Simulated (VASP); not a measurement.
# SnO in VASP: a series of runs

SnO is run at these levels: PBE+D3(BJ); tasks: single point.

All numbers are computed with VASP 6.6.1; they aren't measurements. Logs are shortened: lines on timing, memory, paths and dates and some standing lists are left out, and cuts for length are marked.

## Step 1: The cell of the first run

The cell holds a slab with vacuum, 8 atoms: a = 3.820 Å, b = 3.820 Å, c = 22.226 Å, α = 90.00°, β = 90.00°, γ = 90.00°.

## Step 2: Single point, PBE+D3(BJ) (layers slid over each other)

The input, INCAR:

```
SYSTEM = SnO
PREC     = Accurate       ! precision mode
ENCUT    = 520            ! plane-wave cutoff, eV
EDIFF    = 1E-7           ! SCF threshold, eV
ISMEAR   = 0              ! smearing method
SIGMA    = 0.05           ! smearing width, eV
LREAL    = .False.        ! projectors in reciprocal space
LASPH    = .True.         ! aspherical terms in the spheres
NELM     = 80             ! most SCF steps
ALGO     = Normal         ! electronic algorithm
ISIF     = 2              ! what is computed and relaxed
LWAVE    = .False.        ! write WAVECAR
LCHARG   = .False.        ! write CHGCAR
LDIPOL   = .True.       
IDIPOL   = 3            
DIPOL    = 0.5 0.5 0.399
GGA      = PE             ! functional
IVDW     = 12             ! dispersion correction
NBANDS   = 50             ! bands
```

The input, KPOINTS:

```
regular mesh
0
Gamma
  7 7 1
  0 0 0
```

The input, POSCAR:

```
SnO
1.0
    3.8201526697      0.0002954396      0.0000000000
   -0.0003145245      3.8201526682      0.0000000000
    0.0000000000      0.0000000000     22.2260755522
Sn O
4 4
Direct
    0.9999453086      0.9999453086      0.2024648926
    0.4999453086      0.4999453086      0.3087831570
    0.8749453086      0.9999453086      0.4887519504
    1.3749453086      1.4999453086      0.5950702148
    0.9999461247      0.4999461247      0.2556240248
    0.4999461247      0.9999461247      0.2556240248
    0.8749444925      1.4999444925      0.5419110826
    1.3749444925      0.9999444925      0.5419110826
```

Potentials or basis: VASP PAW PBE potentials, release 64 (Sn_d, O).

Launch:

```
$ cat potpaw_PBE.64/Sn_d/POTCAR potpaw_PBE.64/O/POTCAR > POTCAR
$ mpirun -np 1 vasp_std > vasp.out
```

OUTCAR:

```text
SYSTEM = SnO
   PREC = Accurate
   ENCUT = 520
   EDIFF = 1E-7
   ISMEAR = 0
   LREAL = .False.
   LASPH = .True.
   NELM = 80
   ISIF = 2
   GGA = PE
   IVDW = 12
 IVDW          = 12

 ion  position               nearest neighbor table
   1  1.000  1.000  0.202-   6 2.25   5 2.25   6 2.25   5 2.25   2 3.59   2 3.59   2 3.59   2 3.59

   2  0.500  0.500  0.309-   5 2.25   6 2.25   5 2.25   6 2.25   1 3.59   1 3.59   1 3.59   1 3.59

   3  0.875  1.000  0.489-   8 2.25   7 2.25   8 2.25   7 2.25   4 3.59   4 3.59   4 3.59   4 3.59

   4  0.375  0.500  0.595-   7 2.25   8 2.25   7 2.25   8 2.25   3 3.59   3 3.59   3 3.59   3 3.59

   5  1.000  0.500  0.256-   2 2.25   1 2.25   2 2.25   1 2.25
   6  0.500  1.000  0.256-   1 2.25   2 2.25   1 2.25   2 2.25
   7  0.875  0.500  0.542-   4 2.25   3 2.25   4 2.25   3 2.25
   8  0.375  1.000  0.542-   3 2.25   4 2.25   3 2.25   4 2.25

  LATTYP: Found a simple tetragonal cell.
 ALAT       =     3.8201526811
 C/A-ratio  =     5.8181118420

  Lattice vectors:

 A1 = (   3.8201526697,   0.0002954396,   0.0000000000)
 A2 = (  -0.0003145245,   3.8201526682,   0.0000000000)
 A3 = (   0.0000000000,   0.0000000000,  22.2260755522)

Analysis of symmetry for initial positions (statically):
=====================================================================
 Subroutine PRICEL returns:
 Original cell was already a primitive cell.

 Routine SETGRP: Setting up the symmetry group for a
 simple tetragonal supercell.

 Subroutine GETGRP returns: Found  4 space group operations
 (whereof  1 operations were pure point group operations)
 out of a pool of 16 trial point group operations.

The static configuration has the point symmetry C_1 .
 The point group associated with its full space group is C_2h.

Analysis of symmetry for dynamics (positions and initial velocities):
=====================================================================
 Subroutine PRICEL returns:
 Original cell was already a primitive cell.

 Routine SETGRP: Setting up the symmetry group for a
 simple tetragonal supercell.

 Subroutine GETGRP returns: Found  4 space group operations
 (whereof  1 operations were pure point group operations)
 out of a pool of 16 trial point group operations.

The dynamic configuration has the point symmetry C_1 .
 The point group associated with its full space group is C_2h.

 Subroutine INISYM returns: Found  4 space group operations
 (whereof  1 operations are pure point group operations),
 and found     1 'primitive' translations

----------------------------------------------------------------------------------------

                                     Primitive cell

  volume of cell :     324.3577

  direct lattice vectors                    reciprocal lattice vectors
     3.820152670  0.000295440  0.000000000     0.261769641  0.000021552  0.000000000
    -0.000314525  3.820152668  0.000000000    -0.000020245  0.261769641  0.000000000
     0.000000000  0.000000000 22.226075552     0.000000000  0.000000000  0.044992198

  length of vectors
     3.820152681  3.820152681 22.226075552     0.261769642  0.261769642  0.044992198

  position of ions in fractional coordinates (direct lattice)
     0.999945309  0.999945309  0.202464893
     0.499945309  0.499945309  0.308783157
     0.874945309  0.999945309  0.488751950
     0.374945309  0.499945309  0.595070215
     0.999946125  0.499946125  0.255624025
     0.499946125  0.999946125  0.255624025
     0.874944492  0.499944492  0.541911083
     0.374944492  0.999944492  0.541911083

  ion indices of the primitive-cell ions
   primitive index   ion index
                 1           1
                 2           2
                 3           3
                 4           4
                 5           5
                 6           6
                 7           7
                 8           8

----------------------------------------------------------------------------------------

 KPOINTS: regular mesh

Automatic generation of k-mesh.
 Grid dimensions read from file:
 generate k-points for:    7    7    1

 Generating k-lattice:

  Cartesian coordinates                     Fractional coordinates (reciprocal lattice)
     0.037395663  0.000003079  0.000000000     0.142857143  0.000000000  0.000000000
    -0.000002892  0.037395663  0.000000000     0.000000000  0.142857143  0.000000000
     0.000000000  0.000000000  0.044992198     0.000000000  0.000000000  1.000000000

  Length of vectors
     0.037395663  0.037395663  0.044992198

  Shift w.r.t. Gamma in fractional coordinates (k-lattice)
     0.000000000  0.000000000  0.000000000

 Subroutine IBZKPT returns following result:
 ===========================================

 Found     16 irreducible k-points:

 Following reciprocal coordinates:
            Coordinates               Weight
  0.000000  0.000000  0.000000      1.000000
  0.142857 -0.000000  0.000000      2.000000
  0.000000  0.142857  0.000000      2.000000
  0.285714  0.000000  0.000000      2.000000
 -0.000000  0.285714  0.000000      2.000000
  0.428571 -0.000000  0.000000      2.000000
[... 8 lines left out ...]
 -0.285714  0.428571  0.000000      4.000000
  0.428571  0.428571  0.000000      4.000000
   k-points           NKPTS =     16   k-points in BZ     NKDIM =     16   number of bands    NBANDS=     50
   number of dos      NEDOS =    301   number of ions     NIONS =      8
   total plane-waves  NPLWV = 131712
   dimension x,y,z NGX =    28 NGY =   28 NGZ =  168
   dimension x,y,z NGXF=    56 NGYF=   56 NGZF=  336
   ions per type =               4   4
   NGX,Y,Z   is equivalent  to a cutoff of  12.19, 12.19, 12.57 a.u.
   NGXF,Y,Z  is equivalent  to a cutoff of  24.37, 24.37, 25.13 a.u.
 SYSTEM =  SnO
   PREC   = accura    normal or accurate (medium, high low for compatibility)
   ISTART =      0    job   : 0-new  1-cont  2-samecut
   ICHARG =      2    charge: 1-file 2-atom 10-const
   ISPIN  =      1    spin polarized calculation?
   LNONCOLLINEAR =      F non collinear calculations
   LSORBIT =      F    spin-orbit coupling
   LASPH  =      T    aspherical Exc in radial PAW
   ENCUT  =  520.0 eV  38.22 Ry    6.18 a.u.   7.10  7.10 41.33*2*pi/ulx,y,z
   NELM   =     80;   NELMIN=  2; NELMDL= -5     # of ELM steps
   EDIFF  = 0.1E-06   stopping-criterion for ELM
   LREAL  =      F    real-space projection
   EDIFFG = 0.1E-05   stopping-criterion for IOM
   NSW    =      0    number of steps for IOM
   IBRION =     -1    ionic relax: 0-MD 1-quasi-New 2-CG
   NFREE  =      0    steps in history (QN), initial steepest desc. (CG)
   ISIF   =      2    stress and relaxation
   ISYM   =      2    0-nonsym 1-usesym 2-fastsym
   POTIM  = 0.5000    time-step for ionic-motion
   TEBEG  =    0.0;   TEEND  =   0.0 temperature during run
   PSTRESS=    0.0 pullay stress
   NELECT =      80.0000    total number of electrons
   NUPDOWN=      -1.0000    fix difference up-down
   EMIN   =  10.00;   EMAX   =-10.00  energy-range for DOS
   EFERMI =   0.00;   METHOD = LEGACY
   ISMEAR =     0;   SIGMA  =   0.05  broadening in eV -4-tet -1-fermi 0-gaus
   EFERMI_NEDOS =   21; number of points for ismear=-14 and -15
   IALGO  =     38    algorithm
   IMIX   =      4    mixing-type and parameters
     AMIX     =   0.40;   BMIX     =  1.00
     AMIX_MAG =   1.60;   BMIX_MAG =  1.00
  volume/ion in A,a.u.               =      40.54       273.61
  Fermi-wavevector in a.u.,A,eV,Ry     =   1.026668  1.940121 14.341186  1.054047
  Thomas-Fermi vector in A             =   2.160573
   LORBIT       =      0    0 simple, 1 ext, 2 COOP (PROOUT), +10 PAW based schemes
   GGA     = PE    functional components
   LHFCALC =     F    Hartree Fock is set to
   AEXX    =    0.0000 exact exchange contribution
   IVDW    =    12    specifies the selected vdW correction
   LEPSILON=     F    determine dielectric tensor
   LRPA    =     F    only Hartree local field effects (RPA)
 non-spin polarized calculation
 Gauss-broadening in eV      SIGMA  =   0.05
  energy-cutoff  :      520.00
  volume of cell :      324.36
 maximum number of plane-waves:      8769
   NGX = 15   NGY = 15   NGZ = 83

 dipolmoment           0.000000      0.000000     -0.000002 electrons x Angstroem

 number of electron      79.9999970 magnetization

 dipolmoment           0.000000      0.000000      0.000000 electrons x Angstroem

 Free energy of the ion-electron system (eV)
  ---------------------------------------------------
  ext. energy  EPLUGINS =         0.00000000
  ---------------------------------------------------
  free energy    TOTEN  =       -45.20272661 eV

  energy without entropy =      -45.20272661  energy(sigma->0) =      -45.20272661

 E-fermi :   0.0554     XC(G=0):  -5.3051

 val. band max:       -0.1915646549   @ k =   0.1429  -0.0000   0.0000
 cond. band min:       2.3377538400   @ k =   0.0000   0.0000   0.0000
 fundamental gap:      2.5293184950
 Fermi energy:         0.0553612938

 k-point     1 :       0.0000    0.0000    0.0000
  band No.  band energies     occupation
      1     -21.0654      2.00000
      2     -21.0653      2.00000
      3     -20.7050      2.00000
      4     -20.7049      2.00000
      5     -20.6671      2.00000
      6     -20.6670      2.00000
[... 42 lines left out ...]
     49       5.2185      0.00000
     50       5.2505      0.00000

 k-point     2 :       0.1429   -0.0000    0.0000
  band No.  band energies     occupation
      1     -21.0565      2.00000
      2     -21.0564      2.00000
      3     -20.7057      2.00000
      4     -20.7054      2.00000
      5     -20.6689      2.00000
      6     -20.6684      2.00000
[... 734 lines left out ...]
 k-point    16 :       0.4286    0.4286    0.0000
  band No.  band energies     occupation
      1     -21.0063      2.00000
      2     -21.0057      2.00000
      3     -20.9923      2.00000
      4     -20.9917      2.00000
      5     -20.6717      2.00000
      6     -20.6716      2.00000
[... 42 lines left out ...]
     49       5.8871      0.00000
     50       6.1767      0.00000

------------------------ aborting loop because EDIFF is reached ----------------------------------------

 vacuum level on the upper side and lower side of the slab       (xc-potential included)        -0.131        -0.131

 Edisp (eV)   -1.25730

 E8    (eV) :    -0.5567

  FORCE on cell =-STRESS in cart. coord.  units (eV):
  Direction    XX          YY          ZZ          XY          YZ          ZX
  --------------------------------------------------------------------------------------
  -------------------------------------------------------------------------------------
  Total       0.11663     0.13085    -0.44066    -0.00000     0.00001     0.12555
  in kB       0.57610     0.64634    -2.17667    -0.00001     0.00005     0.62014
  external pressure =       -0.32 kB  Pullay stress =        0.00 kB

 VOLUME and BASIS-vectors are now :
 -----------------------------------------------------------------------------
  energy-cutoff  :      520.00
  volume of cell :      324.36
      direct lattice vectors                 reciprocal lattice vectors
     3.820152670  0.000295440  0.000000000     0.261769641  0.000021552  0.000000000
    -0.000314525  3.820152668  0.000000000    -0.000020245  0.261769641  0.000000000
     0.000000000  0.000000000 22.226075552     0.000000000  0.000000000  0.044992198

 POSITION                                       TOTAL-FORCE (eV/Angst)
 -----------------------------------------------------------------------------------
      3.81963      3.82024      4.50000        -0.002574     -0.000000     -0.075093
      1.90971      1.91002      6.86304        -0.009854     -0.000001      0.186722
      3.34211      3.82020     10.86304         0.009854      0.000001     -0.186722
      1.43219      1.90998     13.22608         0.002574      0.000000      0.075093
      3.81979      1.91017      5.68152        -0.015115     -0.000001      0.015434
      1.90956      3.82009      5.68152         0.005097      0.000000      0.015189
      3.34226      1.91012     12.04456        -0.005097     -0.000000     -0.015189
      1.43203      3.82005     12.04456         0.015115      0.000001     -0.015434
 -----------------------------------------------------------------------------------
    total drift:                               -0.000003     -0.000003      0.000000

  FREE ENERGIE OF THE ION-ELECTRON SYSTEM (eV)
  ---------------------------------------------------
  free  energy   TOTEN  =       -46.4600310292 eV

  energy  without entropy=      -46.4600310292  energy(sigma->0) =      -46.46003103

 vacuum level on the upper side and lower side of the slab         4.796         4.796
```

Run time: 5 min. Hardware: 1 thread of Intel Xeon Platinum 8488C (Sapphire Rapids), shared host; peak memory 0.43 GiB.

What came out:

- Free energy: -46.4600 eV
- Largest force: 0.187 eV/Å
- Band gap on the k mesh: 2.53 eV (least direct gap 2.55 eV)
- Dispersion energy per atom: -0.157 eV

Forces on the atoms (eV/Å):
```
Sn  -0.003  0.000 -0.075
Sn  -0.010  0.000  0.187
Sn   0.010  0.000 -0.187
Sn   0.003  0.000  0.075
O   -0.015  0.000  0.015
O    0.005  0.000  0.015
O   -0.005  0.000 -0.015
O    0.015  0.000 -0.015
```

Levels at points of the mesh, in eV from the valence-band top:
| k point | band 38 | band 39 | band 40 | band 41 | band 42 | band 43 |
| --- | --- | --- | --- | --- | --- | --- |
| (0.00, 0.00, 0.00) | -1.96 | -0.63 | -0.02 | 2.53 | 2.84 | 2.85 |

Caveat: the cell differs from its parent crystal (layers slid over each other); spin-orbit coupling is left out, which moves the levels of the heavy elements.

[end of part 1 of 2]
